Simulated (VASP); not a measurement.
# Hf in VASP: a series of runs

Hf is run at these levels: PBE; tasks: single point.

All numbers are computed with VASP 6.6.1; they aren't measurements. Logs are shortened: lines on timing, memory, paths and dates and some standing lists are left out, and cuts for length are marked.

### 1 The cell of the first run

The cell holds a sheet with vacuum, 3 atoms: a = 4.216 Å, b = 4.216 Å, c = 16.000 Å, α = 90.00°, β = 90.00°, γ = 90.00°.

The cell was built from a structure type or drawn by symmetry, and may not be a known phase.

### 2 Single point, PBE

File INCAR:

```
SYSTEM = Hf
ALGO = Normal ; DIPOL = 0.5 0.5 0.514
EDIFF = 1E-6 ; ENCUT = 520
GGA = PE ; IDIPOL = 3
ISIF = 2 ; ISMEAR = 0
LASPH = .TRUE. ; LCHARG = .FALSE.
LDIPOL = .TRUE. ; LREAL = .FALSE.
LWAVE = .FALSE. ; NBANDS = 22
NELM = 80 ; PREC = Accurate
SIGMA = 0.1
```

File KPOINTS:

```
k-points
0
G
  4 4 1
  0 0 0
```

File POSCAR:

```
Hf
1.0
    4.2158840000      0.0000000000      0.0000000000
    0.0000000000      4.2158840000      0.0000000000
    0.0000000000      0.0000000000     16.0000000000
Hf
3
Direct
    0.0000000000      0.5000000000      0.5429693700
    0.5000000000      0.0000000000      0.5429693700
    0.0000000000      0.0000000000      0.4570306300
```

Potentials or basis: VASP PAW PBE potentials, release 64 (Hf_pv).

Launch:

```bash
> cat potpaw_PBE.64/Hf_pv/POTCAR > POTCAR
> mpirun -np 1 vasp_std > vasp.out
```

OUTCAR:

```text
SYSTEM = Hf
   EDIFF = 1E-6
   ENCUT = 520
   GGA = PE
   ISIF = 2
   ISMEAR = 0
   LASPH = .TRUE.
   LREAL = .FALSE.
   NELM = 80
   PREC = Accurate

 ion  position               nearest neighbor table
   1  0.000  0.500  0.543-   3 2.52   3 2.52   2 2.98   2 2.98   2 2.98   2 2.98
   2  0.500  0.000  0.543-   3 2.52   3 2.52   1 2.98   1 2.98   1 2.98   1 2.98
   3  0.000  0.000  0.457-   1 2.52   2 2.52   1 2.52   2 2.52

  LATTYP: Found a simple tetragonal cell.
 ALAT       =     4.2158840000
 C/A-ratio  =     3.7951708349

  Lattice vectors:

 A1 = (   4.2158840000,   0.0000000000,   0.0000000000)
 A2 = (   0.0000000000,   4.2158840000,   0.0000000000)
 A3 = (   0.0000000000,   0.0000000000,  16.0000000000)

Analysis of symmetry for initial positions (statically):
=====================================================================
 Subroutine PRICEL returns:
 Original cell was already a primitive cell.

 Routine SETGRP: Setting up the symmetry group for a
 simple tetragonal supercell.

 Subroutine GETGRP returns: Found  8 space group operations
 (whereof  8 operations were pure point group operations)
 out of a pool of 16 trial point group operations.

The static configuration has the point symmetry C_4v.

Analysis of symmetry for dynamics (positions and initial velocities):
=====================================================================
 Subroutine PRICEL returns:
 Original cell was already a primitive cell.

 Routine SETGRP: Setting up the symmetry group for a
 simple tetragonal supercell.

 Subroutine GETGRP returns: Found  8 space group operations
 (whereof  8 operations were pure point group operations)
 out of a pool of 16 trial point group operations.

The dynamic configuration has the point symmetry C_4v.

 Subroutine INISYM returns: Found  8 space group operations
 (whereof  8 operations are pure point group operations),
 and found     1 'primitive' translations

----------------------------------------------------------------------------------------

                                     Primitive cell

  volume of cell :     284.3788

  direct lattice vectors                    reciprocal lattice vectors
     4.215884000  0.000000000  0.000000000     0.237198177  0.000000000  0.000000000
     0.000000000  4.215884000  0.000000000     0.000000000  0.237198177  0.000000000
     0.000000000  0.000000000 16.000000000     0.000000000  0.000000000  0.062500000

  length of vectors
     4.215884000  4.215884000 16.000000000     0.237198177  0.237198177  0.062500000

  position of ions in fractional coordinates (direct lattice)
     0.000000000  0.500000000  0.542969370
     0.500000000  0.000000000  0.542969370
     0.000000000  0.000000000  0.457030630

  ion indices of the primitive-cell ions
   primitive index   ion index
                 1           1
                 2           2
                 3           3

----------------------------------------------------------------------------------------

 KPOINTS: k-points

Automatic generation of k-mesh.
 Grid dimensions read from file:
 generate k-points for:    4    4    1

 Generating k-lattice:

  Cartesian coordinates                     Fractional coordinates (reciprocal lattice)
     0.059299544  0.000000000  0.000000000     0.250000000  0.000000000  0.000000000
     0.000000000  0.059299544  0.000000000     0.000000000  0.250000000  0.000000000
     0.000000000  0.000000000  0.062500000     0.000000000  0.000000000  1.000000000

  Length of vectors
     0.059299544  0.059299544  0.062500000

  Shift w.r.t. Gamma in fractional coordinates (k-lattice)
     0.000000000  0.000000000  0.000000000

 Subroutine IBZKPT returns following result:
 ===========================================

 Found      6 irreducible k-points:

 Following reciprocal coordinates:
            Coordinates               Weight
  0.000000  0.000000  0.000000      1.000000
  0.250000  0.000000  0.000000      4.000000
  0.500000  0.000000  0.000000      2.000000
  0.250000  0.250000  0.000000      4.000000
  0.500000  0.250000  0.000000      4.000000
  0.500000  0.500000  0.000000      1.000000
   k-points           NKPTS =      6   k-points in BZ     NKDIM =      6   number of bands    NBANDS=     22
   number of dos      NEDOS =    301   number of ions     NIONS =      3
   total plane-waves  NPLWV = 122880
   dimension x,y,z NGX =    32 NGY =   32 NGZ =  120
   dimension x,y,z NGXF=    64 NGYF=   64 NGZF=  240
   ions per type =               3
   NGX,Y,Z   is equivalent  to a cutoff of  12.62, 12.62, 12.47 a.u.
   NGXF,Y,Z  is equivalent  to a cutoff of  25.24, 25.24, 24.94 a.u.
 SYSTEM =  Hf
   PREC   = accura    normal or accurate (medium, high low for compatibility)
   ISTART =      0    job   : 0-new  1-cont  2-samecut
   ICHARG =      2    charge: 1-file 2-atom 10-const
   ISPIN  =      1    spin polarized calculation?
   LNONCOLLINEAR =      F non collinear calculations
   LSORBIT =      F    spin-orbit coupling
   LASPH  =      T    aspherical Exc in radial PAW
   ENCUT  =  520.0 eV  38.22 Ry    6.18 a.u.   7.84  7.84 29.75*2*pi/ulx,y,z
   NELM   =     80;   NELMIN=  2; NELMDL= -5     # of ELM steps
   EDIFF  = 0.1E-05   stopping-criterion for ELM
   LREAL  =      F    real-space projection
   EDIFFG = 0.1E-04   stopping-criterion for IOM
   NSW    =      0    number of steps for IOM
   IBRION =     -1    ionic relax: 0-MD 1-quasi-New 2-CG
   NFREE  =      0    steps in history (QN), initial steepest desc. (CG)
   ISIF   =      2    stress and relaxation
   ISYM   =      2    0-nonsym 1-usesym 2-fastsym
   POTIM  = 0.5000    time-step for ionic-motion
   TEBEG  =    0.0;   TEEND  =   0.0 temperature during run
   PSTRESS=    0.0 pullay stress
   NELECT =      30.0000    total number of electrons
   NUPDOWN=      -1.0000    fix difference up-down
   EMIN   =  10.00;   EMAX   =-10.00  energy-range for DOS
   EFERMI =   0.00;   METHOD = LEGACY
   ISMEAR =     0;   SIGMA  =   0.10  broadening in eV -4-tet -1-fermi 0-gaus
   EFERMI_NEDOS =   21; number of points for ismear=-14 and -15
   IALGO  =     38    algorithm
   IMIX   =      4    mixing-type and parameters
     AMIX     =   0.40;   BMIX     =  1.00
     AMIX_MAG =   1.60;   BMIX_MAG =  1.00
  volume/ion in A,a.u.               =      94.79       639.69
  Fermi-wavevector in a.u.,A,eV,Ry     =   0.773540  1.461779  8.141240  0.598364
  Thomas-Fermi vector in A             =   1.875406
   LORBIT       =      0    0 simple, 1 ext, 2 COOP (PROOUT), +10 PAW based schemes
   GGA     = PE    functional components
   LHFCALC =     F    Hartree Fock is set to
   AEXX    =    0.0000 exact exchange contribution
   IVDW    =     0    specifies the selected vdW correction
   LEPSILON=     F    determine dielectric tensor
   LRPA    =     F    only Hartree local field effects (RPA)
 non-spin polarized calculation
 Gauss-broadening in eV      SIGMA  =   0.10
  energy-cutoff  :      520.00
  volume of cell :      284.38
 maximum number of plane-waves:      7708
 NGX is ok and might be reduce to    32
   NGX = 15   NGY = 15   NGZ = 59

 dipolmoment           0.000000      0.000000     -0.015646 electrons x Angstroem

 number of electron      29.9999995 magnetization

 dipolmoment           0.000000      0.000000      0.046175 electrons x Angstroem

 Free energy of the ion-electron system (eV)
  ---------------------------------------------------
  ext. energy  EPLUGINS =         0.00000000
  ---------------------------------------------------
  free energy    TOTEN  =       -22.16112629 eV

  energy without entropy =      -22.13757448  energy(sigma->0) =      -22.14935038

 E-fermi :  -1.6135     XC(G=0):  -3.7213

 val. band max:       -1.6368936565   @ k =   0.5000   0.0000   0.0000
 cond. band min:      -1.5652929736   @ k =   0.0000   0.0000   0.0000
 fundamental gap:      0.0716006830
 Fermi energy:        -1.6135239264

 k-point     1 :       0.0000    0.0000    0.0000
  band No.  band energies     occupation
      1     -32.9106      2.00000
      2     -32.9106      2.00000
      3     -32.4898      2.00000
      4     -32.0535      2.00000
      5     -31.7439      2.00000
      6     -31.7439      2.00000
[... 14 lines left out ...]
     21       1.9644      0.00000
     22       2.3492      0.00000

 k-point     2 :       0.2500    0.0000    0.0000
  band No.  band energies     occupation
      1     -32.8675      2.00000
      2     -32.8519      2.00000
      3     -32.5463      2.00000
      4     -32.0958      2.00000
      5     -31.8413      2.00000
      6     -31.8115      2.00000
[... 14 lines left out ...]
     21       1.0229      0.00000
     22       1.5978      0.00000

 k-point     3 :       0.5000    0.0000    0.0000
  band No.  band energies     occupation
      1     -32.7843      2.00000
      2     -32.7574      2.00000
      3     -32.6739      2.00000
      4     -32.1136      2.00000
      5     -31.9174      2.00000
      6     -31.8881      2.00000
[... 14 lines left out ...]
     21       0.1853      0.00000
     22       1.3217      0.00000

 k-point     4 :       0.2500    0.2500    0.0000
  band No.  band energies     occupation
      1     -33.0408      2.00000
      2     -32.6822      2.00000
      3     -32.5772      2.00000
      4     -32.0746      2.00000
      5     -32.0155      2.00000
      6     -31.6041      2.00000
[... 14 lines left out ...]
     21       1.1831      0.00000
     22       1.4076      0.00000

 k-point     5 :       0.5000    0.2500    0.0000
  band No.  band energies     occupation
      1     -33.0847      2.00000
      2     -32.6650      2.00000
      3     -32.6075      2.00000
      4     -32.1863      2.00000
      5     -31.8788      2.00000
      6     -31.6123      2.00000
[... 14 lines left out ...]
     21       1.1916      0.00000
     22       1.3020      0.00000

 k-point     6 :       0.5000    0.5000    0.0000
  band No.  band energies     occupation
      1     -33.1973      2.00000
      2     -32.6531      2.00000
      3     -32.6531      2.00000
      4     -32.3080      2.00000
      5     -31.5737      2.00000
      6     -31.4809      2.00000
[... 14 lines left out ...]
     21       1.6612      0.00000
     22       2.1187      0.00000

------------------------ aborting loop because EDIFF is reached ----------------------------------------

 vacuum level on the upper side and lower side of the slab       (xc-potential included)         0.120        -0.239

  FORCE on cell =-STRESS in cart. coord.  units (eV):
  Direction    XX          YY          ZZ          XY          YZ          ZX
  --------------------------------------------------------------------------------------
  -------------------------------------------------------------------------------------
  Total        7.9087437      7.9087437      7.0378622      0.0000000      0.0000000     -0.0000000
  in kB       44.5574977     44.5574977     39.6509915      0.0000000      0.0000000     -0.0000000
  external PRESSURE =      42.9219956 kB  Pullay stress =       0.0000000 kB

 VOLUME and BASIS-vectors are now :
 -----------------------------------------------------------------------------
  energy-cutoff  :      520.00
  volume of cell :      284.38
      direct lattice vectors                 reciprocal lattice vectors
     4.215884000  0.000000000  0.000000000     0.237198177  0.000000000  0.000000000
     0.000000000  4.215884000  0.000000000     0.000000000  0.237198177  0.000000000
     0.000000000  0.000000000 16.000000000     0.000000000  0.000000000  0.062500000

 POSITION                                       TOTAL-FORCE (eV/Angst)
 -----------------------------------------------------------------------------------
      0.00000      2.10794      8.68751         0.000000      0.000000      2.562534
      2.10794      0.00000      8.68751         0.000000     -0.000000      2.562534
      0.00000      0.00000      7.31249         0.000000     -0.000000     -5.125068
 -----------------------------------------------------------------------------------
    total drift:                                0.000000      0.000000      0.000264

  FREE ENERGIE OF THE ION-ELECTRON SYSTEM (eV)
  ---------------------------------------------------
  free  energy   TOTEN  =       -22.1611262863 eV

  energy  without entropy=      -22.1375744755  energy(sigma->0) =      -22.14935038

 vacuum level on the upper side and lower side of the slab         2.107         1.696
```

Wall time 81 s (1 thread of Intel Xeon 8259CL, shared host); peak memory 0.33 GiB.

Results:

```yaml
Free_energy: -22.1611 eV
Largest_force: 5.125 eV/Å
Band_gap_on_the_k_mesh: zero (bands 15 and 16 overlap by 0.45 eV)
```

Forces in eV/Å, atoms in the order of the input:
```
Hf   0.000  0.000  2.563
Hf   0.000  0.000  2.563
Hf   0.000  0.000 -5.125
```

Caveat: the k points lie up to 0.37 Å⁻¹ apart; spin-orbit coupling is left out, which moves the levels of the heavy elements.

### 3 Single point, PBE

This run uses another cell than the first one.

File INCAR:

```
SYSTEM = Hf
PREC = Accurate
ENCUT = 520
EDIFF = 1E-6
ISMEAR = 0
SIGMA = 0.1
LREAL = .False.
LASPH = .True.
NELM = 80
ALGO = Normal
ISIF = 2
LWAVE = .False.
LCHARG = .False.
LDIPOL = .True.
IDIPOL = 3
DIPOL = 0.5 0.5 0.293
GGA = PE
NBANDS = 22
```

File KPOINTS:

```
regular mesh
0
Gamma
  12 12 1
  0 0 0
```

File POSCAR:

```
Hf
1.0
    4.0204318328      0.0000000000      0.0000000000
    0.0000000000      4.0204318328      0.0000000000
    0.0000000000      0.0000000000     28.0899089118
Hf
3
Direct
    0.0000000000      0.5000000000      0.3181956260
    0.5000000000      0.0000000000      0.3181956260
    0.0000000000      0.0000000000      0.2424834356
```

Potentials or basis: VASP PAW PBE potentials, release 64 (Hf_pv).

Launch:

```bash
> cat potpaw_PBE.64/Hf_pv/POTCAR > POTCAR
> mpirun -np 1 vasp_std > vasp.out
```

Run time: 12 min. Hardware: 1 thread of Intel Xeon 8259CL, shared host; peak memory 0.58 GiB.

The run converged. Its results:

```yaml
Free_energy: -24.5490 eV
Largest_force: 0.071 eV/Å
Band_gap_on_the_k_mesh: zero (bands 15 and 16 overlap by 1.06 eV)
```

Forces in eV/Å, atoms in the order of the input:
```
Hf   0.000  0.000 -0.035
Hf   0.000  0.000 -0.035
Hf   0.000  0.000  0.071
```

Levels at points of the mesh, in eV from the Fermi level:
```tsv
k point	band 12	band 13	band 14	band 15	band 16	band 17	band 18	band 19
(0.00, 0.00, 0.00)	-2.72	-1.35	-0.56	-0.53	-0.53	-0.23	0.61	2.68
(0.50, 0.00, 0.00)	-1.18	-0.47	-0.38	0.02	0.16	0.55	0.98	1.67
(0.50, 0.50, 0.00)	-1.88	-1.84	0.44	0.53	0.79	0.79	1.26	1.26
```

Caveat: spin-orbit coupling is left out, which moves the levels of the heavy elements.

### 4 Single point, PBE

This run uses another cell than the first one.

File INCAR:

```
PREC = Accurate ; ENCUT = 520
EDIFF = 1E-6 ; ISMEAR = 0
SIGMA = 0.1 ; LREAL = False
LASPH = True ; NELM = 100
ALGO = Normal ; ISIF = 2
LWAVE = False ; LCHARG = False
LDIPOL = True ; IDIPOL = 3
DIPOL = 0.5 0.5 0.293 ; GGA = PE
NBANDS = 22
```

File KPOINTS:

```
regular mesh
0
Gamma
  12 12 1
```

POSCAR is that of step 3.

Launch:

```bash
> cat potpaw_PBE.64/Hf_pv/POTCAR > POTCAR
> mpirun -np 1 vasp_std > vasp.out
```

It took 13 min on 1 thread of Intel Xeon 8259CL, shared host; peak memory 0.59 GiB.

Results (log left out):

```yaml
Free_energy: -24.5490 eV
Largest_force: 0.071 eV/Å
Band_gap_on_the_k_mesh: zero (bands 15 and 16 overlap by 1.06 eV)
```

Forces on the atoms (eV/Å):
```
Hf   0.000  0.000 -0.035
Hf   0.000  0.000 -0.035
Hf   0.000  0.000  0.071
```

Levels at points of the mesh, in eV from the Fermi level:
```
           k point  band 11  band 12  band 13  band 14  band 15  band 16  band 17  band 18  band 19  band 20
(0.00, 0.00, 0.00)    -2.98    -2.72    -1.35    -0.56    -0.53    -0.53    -0.23     0.61     2.68     2.76
(0.50, 0.00, 0.00)    -2.27    -1.18    -0.47    -0.38     0.02     0.16     0.55     0.98     1.67     1.81
(0.50, 0.50, 0.00)    -2.18    -1.88    -1.84     0.44     0.53     0.79     0.79     1.26     1.26     2.62
```

Caveat: spin-orbit coupling is left out, which moves the levels of the heavy elements.
